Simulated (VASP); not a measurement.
# Fe (Fm-3m) in VASP: further runs

The runs below take Fe through density of states, electric field gradients, with PBE.

Everything below comes from runs of VASP 6.6.1. Logs are shortened: lines on timing, memory, paths and dates and some standing lists are left out, and cuts for length are marked.

## 1. The cell of the first run

Symmetry: Fm-3m, No. 225, cubic system. The conventional cell has a = 3.656 Å, b = 3.656 Å, c = 3.656 Å, α = 90.00°, β = 90.00°, γ = 90.00°. Within 3.4 Å of Fe (site symmetry m-3m) lie 12 Fe at 2.58 Å.

## 2. Density of states, PBE, collinear spin, ferromagnetic start

POSCAR reads:

```
Fe
1.0
    0.0000000000      1.8277755852      1.8277755852
    1.8277755852      0.0000000000      1.8277755852
    1.8277755852      1.8277755852      0.0000000000
Fe
1
Direct
    0.0000000000      0.0000000000      0.0000000000
```

INCAR.step1 reads:

```
  PREC = Accurate
  ENCUT = 520
  EDIFF = 1E-7
  ISMEAR = -1
  SIGMA = 0.03
  LREAL = False
  LASPH = True
  NELM = 150
  ALGO = Normal
  ISIF = 2
  LWAVE = False
  LCHARG = True
  ISPIN = 2
  MAGMOM = 3
  LMAXMIX = 4
  GGA = PE
  NBANDS = 14
```

KPOINTS.step1 reads:

```
regular mesh
0
Gamma
  17 17 17
```

INCAR.step2 reads:

```
  PREC = Accurate
  ENCUT = 520
  EDIFF = 1E-7
  ISMEAR = -5
  SIGMA = 0.03
  LREAL = False
  LASPH = True
  NELM = 150
  ALGO = Normal
  ISIF = 2
  LWAVE = False
  LCHARG = False
  ISPIN = 2
  MAGMOM = 3
  LORBIT = 11
  LMAXMIX = 4
  GGA = PE
  NEDOS = 2001
  ICHARG = 11
```

KPOINTS.step2 reads:

```
regular mesh
0
Gamma
  26 26 26
```

Potentials or basis: VASP PAW PBE potentials, release 64 (Fe).

The run is started by

```console
cat potpaw_PBE.64/Fe/POTCAR > POTCAR
cp INCAR.step1 INCAR
cp KPOINTS.step1 KPOINTS
mpirun -np 1 vasp_std > vasp.out
cp INCAR.step2 INCAR
cp KPOINTS.step2 KPOINTS
mpirun -np 1 vasp_std > vasp.out
```

OUTCAR:

```text
PREC = Accurate
   ENCUT = 520
   EDIFF = 1E-7
   ISMEAR = -5
   LREAL = False
   LASPH = True
   NELM = 150
   ISIF = 2
   ISPIN = 2
   LORBIT = 11
   GGA = PE
   ICHARG = 11

 ion  position               nearest neighbor table
   1  0.000  0.000  0.000-

  LATTYP: Found a face centered cubic cell.
 ALAT       =     3.6555511704

  Lattice vectors:

 A1 = (   0.0000000000,   1.8277755852,   1.8277755852)
 A2 = (   1.8277755852,   0.0000000000,   1.8277755852)
 A3 = (   1.8277755852,   1.8277755852,   0.0000000000)

Analysis of symmetry for initial positions (statically):
=====================================================================
 Subroutine PRICEL returns:
 Original cell was already a primitive cell.

 Routine SETGRP: Setting up the symmetry group for a
 face centered cubic supercell.

 Subroutine GETGRP returns: Found 48 space group operations
 (whereof 48 operations were pure point group operations)
 out of a pool of 48 trial point group operations.

The static configuration has the point symmetry O_h .

Analysis of symmetry for dynamics (positions and initial velocities):
=====================================================================
 Subroutine PRICEL returns:
 Original cell was already a primitive cell.

 Routine SETGRP: Setting up the symmetry group for a
 face centered cubic supercell.

 Subroutine GETGRP returns: Found 48 space group operations
 (whereof 48 operations were pure point group operations)
 out of a pool of 48 trial point group operations.

The dynamic configuration has the point symmetry O_h .

Analysis of structural, dynamic, and magnetic symmetry:
=====================================================================
 Subroutine PRICEL returns:
 Original cell was already a primitive cell.

 Routine SETGRP: Setting up the symmetry group for a
 face centered cubic supercell.

 Subroutine GETGRP returns: Found 48 space group operations
 (whereof 48 operations were pure point group operations)
 out of a pool of 48 trial point group operations.

The overall configuration has the point symmetry O_h .

 Subroutine INISYM returns: Found 48 space group operations
 (whereof 48 operations are pure point group operations),
 and found     1 'primitive' translations

----------------------------------------------------------------------------------------

                                     Primitive cell

  volume of cell :      12.2123

  direct lattice vectors                    reciprocal lattice vectors
     0.000000000  1.827775585  1.827775585    -0.273556559  0.273556559  0.273556559
     1.827775585  0.000000000  1.827775585     0.273556559 -0.273556559  0.273556559
     1.827775585  1.827775585  0.000000000     0.273556559  0.273556559 -0.273556559

  length of vectors
     2.584865022  2.584865022  2.584865022     0.473813859  0.473813859  0.473813859

  position of ions in fractional coordinates (direct lattice)
     0.000000000  0.000000000  0.000000000

  ion indices of the primitive-cell ions
   primitive index   ion index
                 1           1

----------------------------------------------------------------------------------------

 KPOINTS: regular mesh

Automatic generation of k-mesh.
 Grid dimensions read from file:
 generate k-points for:   26   26   26

 Generating k-lattice:

  Cartesian coordinates                     Fractional coordinates (reciprocal lattice)
    -0.010521406  0.010521406  0.010521406     0.038461538  0.000000000  0.000000000
     0.010521406 -0.010521406  0.010521406     0.000000000  0.038461538  0.000000000
     0.010521406  0.010521406 -0.010521406     0.000000000  0.000000000  0.038461538

  Length of vectors
     0.018223610  0.018223610  0.018223610

  Shift w.r.t. Gamma in fractional coordinates (k-lattice)
     0.000000000  0.000000000  0.000000000

 TETIRR: Found   2360 inequivalent tetrahedra from   105456

 Subroutine IBZKPT returns following result:
 ===========================================

 Found    511 irreducible k-points:

 Following reciprocal coordinates:
            Coordinates               Weight
  0.000000  0.000000  0.000000      1.000000
  0.038462  0.000000  0.000000      8.000000
  0.076923  0.000000  0.000000      8.000000
  0.115385  0.000000  0.000000      8.000000
  0.153846  0.000000  0.000000      8.000000
  0.192308  0.000000  0.000000      8.000000
[... 16 lines left out ...]
  0.346154  0.038462  0.000000     24.000000
  0.384615  0.038462  0.000000     24.000000
 [... further k-points ...]
   k-points           NKPTS =    511   k-points in BZ     NKDIM =    511   number of bands    NBANDS=     10
   number of dos      NEDOS =   2001   number of ions     NIONS =      1
   total plane-waves  NPLWV =   8000
   dimension x,y,z NGX =    20 NGY =   20 NGZ =   20
   dimension x,y,z NGXF=    40 NGYF=   40 NGZF=   40
   ions per type =               1
   NGX,Y,Z   is equivalent  to a cutoff of  12.86, 12.86, 12.86 a.u.
   NGXF,Y,Z  is equivalent  to a cutoff of  25.73, 25.73, 25.73 a.u.
 SYSTEM =  unknown system
   PREC   = accura    normal or accurate (medium, high low for compatibility)
   ISTART =      0    job   : 0-new  1-cont  2-samecut
   ICHARG =     11    charge: 1-file 2-atom 10-const
   ISPIN  =      2    spin polarized calculation?
   LNONCOLLINEAR =      F non collinear calculations
   LSORBIT =      F    spin-orbit coupling
   LASPH  =      T    aspherical Exc in radial PAW
   ENCUT  =  520.0 eV  38.22 Ry    6.18 a.u.   4.81  4.81  4.81*2*pi/ulx,y,z
   NELM   =    150;   NELMIN=  2; NELMDL=  0     # of ELM steps
   EDIFF  = 0.1E-06   stopping-criterion for ELM
   LREAL  =      F    real-space projection
   EDIFFG = 0.1E-05   stopping-criterion for IOM
   NSW    =      0    number of steps for IOM
   IBRION =     -1    ionic relax: 0-MD 1-quasi-New 2-CG
   NFREE  =      0    steps in history (QN), initial steepest desc. (CG)
   ISIF   =      2    stress and relaxation
   ISYM   =      2    0-nonsym 1-usesym 2-fastsym
   POTIM  = 0.5000    time-step for ionic-motion
   TEBEG  =    0.0;   TEEND  =   0.0 temperature during run
   PSTRESS=    0.0 pullay stress
   NELECT =       8.0000    total number of electrons
   NUPDOWN=      -1.0000    fix difference up-down
   EMIN   =  10.00;   EMAX   =-10.00  energy-range for DOS
   EFERMI =   0.00;   METHOD = LEGACY
   ISMEAR =    -5;   SIGMA  =   0.03  broadening in eV -4-tet -1-fermi 0-gaus
   EFERMI_NEDOS =   21; number of points for ismear=-14 and -15
   IALGO  =     38    algorithm
   IMIX   =      4    mixing-type and parameters
     AMIX     =   0.40;   BMIX     =  1.00
     AMIX_MAG =   1.60;   BMIX_MAG =  1.00
  volume/ion in A,a.u.               =      12.21        82.41
  Fermi-wavevector in a.u.,A,eV,Ry     =   1.421800  2.686813 27.504399  2.021516
  Thomas-Fermi vector in A             =   2.542572
   LORBIT       =     11    0 simple, 1 ext, 2 COOP (PROOUT), +10 PAW based schemes
   GGA     = PE    functional components
   LHFCALC =     F    Hartree Fock is set to
   AEXX    =    0.0000 exact exchange contribution
   IVDW    =     0    specifies the selected vdW correction
   LEPSILON=     F    determine dielectric tensor
   LRPA    =     F    only Hartree local field effects (RPA)
 spin polarized calculation
 Fermi weights with tetrahedron method with Bloechl corrections
  energy-cutoff  :      520.00
  volume of cell :       12.21
 maximum number of plane-waves:       342

 number of electron       8.0000006 magnetization       2.6216352

 Free energy of the ion-electron system (eV)
  ---------------------------------------------------
  ext. energy  EPLUGINS =         0.00000000
  ---------------------------------------------------
  free energy    TOTEN  =        -8.08324341 eV

  energy without entropy =       -8.08324341  energy(sigma->0) =       -8.08324341

 E-fermi :   5.3755     XC(G=0): -12.6979

 val. band max:        5.3827974335   @ k =  -0.3846   0.0385   0.0000
 cond. band min:       5.3671132713   @ k =  -0.4615   0.0385   0.0000
 fundamental gap:     -0.0156841623
 Fermi energy:         5.3754635896

 spin component 1

 k-point     1 :       0.0000    0.0000    0.0000
  band No.  band energies     occupation
      1      -2.9415      1.00000
      2       2.9090      1.00000
      3       2.9090      1.00000
      4       2.9090      1.00000
      5       3.8517      1.00000
      6       3.8517      1.00000
      7      27.0000      0.00000
      8      30.9126      0.00000
      9      30.9126      0.00000
     10      30.9126      0.00000
[... 287 lines left out ...]
 k-point    24 :       0.3846    0.0385    0.0000
  band No.  band energies     occupation
      1       0.3640      1.00000
      2       2.8222      1.00000
      3       2.8857      1.00000
      4       3.4343      1.00000
      5       4.5715      1.00000
      6       4.5994      1.00000
      7      14.1115      0.00000
      8      25.9082      0.00000
      9      27.5835      0.00000
     10      29.2963      0.00000

 [... further k-points ...]

 spin component 2

 k-point     1 :       0.0000    0.0000    0.0000
  band No.  band energies     occupation
      1      -2.7063      1.00000
      2       5.3035      1.00000
      3       5.3036      1.00000
      4       5.3036      1.00000
      5       6.8769      0.00000
      6       6.8770      0.00000
      7      26.6029      0.00000
      8      31.3079      0.00000
      9      31.3079      0.00000
     10      31.3079      0.00000
[... 287 lines left out ...]
 k-point    24 :       0.3846    0.0385    0.0000
  band No.  band energies     occupation
      1       1.2801      1.00000
      2       4.6343      1.00000
      3       5.4121      0.03107
      4       5.4710      0.00000
      5       7.3473      0.00000
      6       7.4574      0.00000
      7      15.3149      0.00000
      8      25.6429      0.00000
      9      28.3365      0.00000
     10      30.0484      0.00000

 [... further k-points ...]

------------------------ aborting loop because EDIFF is reached ----------------------------------------

  FORCE on cell =-STRESS in cart. coord.  units (eV):
  Direction    XX          YY          ZZ          XY          YZ          ZX
  --------------------------------------------------------------------------------------
  -------------------------------------------------------------------------------------
  Total       -0.3144410     -0.3144410     -0.3144410     -0.0000000     -0.0000000      0.0000000
  in kB      -41.2525807    -41.2525807    -41.2525807     -0.0000000     -0.0000000      0.0000000
  external PRESSURE =     -41.2525807 kB  Pullay stress =       0.0000000 kB

 VOLUME and BASIS-vectors are now :
 -----------------------------------------------------------------------------
  energy-cutoff  :      520.00
  volume of cell :       12.21
      direct lattice vectors                 reciprocal lattice vectors
     0.000000000  1.827775585  1.827775585    -0.273556559  0.273556559  0.273556559
     1.827775585  0.000000000  1.827775585     0.273556559 -0.273556559  0.273556559
     1.827775585  1.827775585  0.000000000     0.273556559  0.273556559 -0.273556559

 POSITION                                       TOTAL-FORCE (eV/Angst)
 -----------------------------------------------------------------------------------
      0.00000      0.00000      0.00000         0.000000      0.000000     -0.000000
 -----------------------------------------------------------------------------------
    total drift:                                0.000000      0.000000      0.000000

  FREE ENERGIE OF THE ION-ELECTRON SYSTEM (eV)
  ---------------------------------------------------
  free  energy   TOTEN  =        -8.0832434137 eV

  energy  without entropy=       -8.0832434137  energy(sigma->0) =       -8.08324341

 total charge

# of ion       s       p       d       tot
------------------------------------------
    1        0.467   0.488   6.172   7.127

 magnetization (x)

# of ion       s       p       d       tot
------------------------------------------
    1       -0.017  -0.053   2.672   2.602
```

Run time: 2.9 min. Hardware: 1 thread of Intel Xeon Platinum 8375C at 2.90GHz (Ice Lake), shared host; peak memory 0.2 GiB.

Results:

- Net moment: 2.62 μB per cell
- Site moments: Fe +2.60 μB
- Valence electrons inside the program's atomic spheres: Fe 7.13

Levels at points of the mesh, in eV from the Fermi level:
Spin up:
```csv
k point,band 1,band 2,band 3,band 4,band 5,band 6,band 7,band 8,band 9,band 10
"(0.00, 0.00, 0.00)",-8.32,-2.47,-2.47,-2.47,-1.52,-1.52,21.62,25.54,25.54,25.54
"(0.50, 0.00, 0.00)",-4.84,-2.63,-2.63,-0.62,-0.62,-0.17,5.81,20.26,23.17,23.17
"(0.50, 0.50, 0.00)",-4.94,-4.31,-0.77,-0.34,-0.34,2.41,9.01,13.86,13.86,18.65
```
Spin down:
```
           k point  band 1  band 2  band 3  band 4  band 5  band 6  band 7  band 8
(0.00, 0.00, 0.00)   -8.08   -0.07   -0.07   -0.07    1.50    1.50   21.23   25.93
(0.50, 0.00, 0.00)   -3.41   -0.04   -0.04   -0.04    2.27    2.27    7.50   19.89
(0.50, 0.50, 0.00)   -3.12   -2.38    2.39    2.40    2.40    2.63   10.56   14.33
```

Caveat: tetrahedron occupations give inexact forces and stress in metals.

## 3. Electric field gradients, PBE, collinear spin, ferromagnetic start (volume scaled by 0.9405)

INCAR reads:

```
SYSTEM = Fe
PREC = Accurate
ENCUT = 520
EDIFF = 1E-8
ISMEAR = -1
SIGMA = 0.03
LREAL = .FALSE.
LASPH = .TRUE.
NELM = 150
ALGO = Normal
ISIF = 2
LWAVE = .FALSE.
LCHARG = .FALSE.
ISPIN = 2
MAGMOM = 3
LORBIT = 11
LMAXMIX = 4
GGA = PE
LEFG = .TRUE.
NBANDS = 14
```

KPOINTS reads:

```
Automatic mesh
0
G
  17 17 17
  0 0 0
```

POSCAR reads:

```
Fe
1.0
    0.0000000000      1.7907809749      1.7907809749
    1.7907809749      0.0000000000      1.7907809749
    1.7907809749      1.7907809749      0.0000000000
Fe
1
Direct
    0.0000000000      0.0000000000      0.0000000000
```

Potentials or basis: VASP PAW PBE potentials, release 64 (Fe).

The run is started by

```console
cat potpaw_PBE.64/Fe/POTCAR > POTCAR
mpirun -np 1 vasp_std > vasp.out
```

OUTCAR:

```text
SYSTEM = Fe
   PREC = Accurate
   ENCUT = 520
   EDIFF = 1E-8
   ISMEAR = -1
   LREAL = .FALSE.
   LASPH = .TRUE.
   NELM = 150
   ISIF = 2
   ISPIN = 2
   LORBIT = 11
   GGA = PE

 ion  position               nearest neighbor table
   1  0.000  0.000  0.000-

  LATTYP: Found a face centered cubic cell.
 ALAT       =     3.5815619498

  Lattice vectors:

 A1 = (   0.0000000000,   1.7907809749,   1.7907809749)
 A2 = (   1.7907809749,   0.0000000000,   1.7907809749)
 A3 = (   1.7907809749,   1.7907809749,   0.0000000000)

Analysis of symmetry for initial positions (statically):
=====================================================================
 Subroutine PRICEL returns:
 Original cell was already a primitive cell.

 Routine SETGRP: Setting up the symmetry group for a
 face centered cubic supercell.

 Subroutine GETGRP returns: Found 48 space group operations
 (whereof 48 operations were pure point group operations)
 out of a pool of 48 trial point group operations.
[... 1021 lines left out ...]
     1.790780975  0.000000000  1.790780975     0.279207791 -0.279207791  0.279207791
     1.790780975  1.790780975  0.000000000     0.279207791  0.279207791 -0.279207791

 POSITION                                       TOTAL-FORCE (eV/Angst)
 -----------------------------------------------------------------------------------
      0.00000      0.00000      0.00000        -0.000000     -0.000000     -0.000000
 -----------------------------------------------------------------------------------
    total drift:                                0.000000      0.000000      0.000000

  FREE ENERGIE OF THE ION-ELECTRON SYSTEM (eV)
  ---------------------------------------------------
  free  energy   TOTEN  =        -8.0512386060 eV

  energy  without entropy=       -8.0442925249  energy(sigma->0) =       -8.04776557

 Electric field gradients (V/A^2)
---------------------------------------------------------------------
 ion       V_xx      V_yy      V_zz      V_xy      V_xz      V_yz
---------------------------------------------------------------------
   1       0.000    -0.000     0.000    -0.001    -0.001    -0.001
---------------------------------------------------------------------

 Electric field gradients after diagonalization (V/A^2)
 (convention: |V_zz| > |V_xx| > |V_yy|)
----------------------------------------------------------------------
 ion       V_xx      V_yy      V_zz     asymmetry (V_yy - V_xx)/ V_zz
----------------------------------------------------------------------
   1       0.001     0.001    -0.002       0.000
----------------------------------------------------------------------

           NMR quadrupolar parameters

 Cq : quadrupolar parameter    Cq=e*Q*V_zz/h
 eta: asymmetry parameters     (V_yy - V_xx)/ V_zz
 Q  : nuclear electric quadrupole moment in mb (millibarn)
----------------------------------------------------------------------
 ion       Cq(MHz)       eta       Q (mb)
----------------------------------------------------------------------
   1      -0.000       0.000       1.000
----------------------------------------------------------------------

 total charge

# of ion       s       p       d       tot
------------------------------------------
    1        0.485   0.527   6.229   7.241

 magnetization (x)

# of ion       s       p       d       tot
------------------------------------------
    1       -0.010  -0.031   1.533   1.492
```

stdout:

```text
POSCAR found type information on POSCAR Fe
 POSCAR found :  1 types and       1 ions
 scaLAPACK will be used
 LDA part: xc-table for (Slater+PW92), standard interpolation
 POSCAR, INCAR and KPOINTS ok, starting setup
 FFT: planning ... GRIDC
 FFT: planning ... GRID_SOFT
 FFT: planning ... GRID
 WAVECAR not read
 entering main loop
ion   1
```

Wall time 1.8 min (1 thread of Intel Xeon 6975P-C (Granite Rapids), shared host); peak memory 0.17 GiB.

Results:

| Item | Value |
| --- | --- |
| Free energy | -8.0512 eV |
| Pressure | -12.5 GPa |
| Net moment | 1.50 μB per cell |
| Site moments | Fe +1.49 μB |
| Valence electrons inside the program's atomic spheres | Fe 7.24 |

Caveat: without QUAD_EFG the Cq values of the log hold for a quadrupole moment of 1 mb, not for the nuclei.
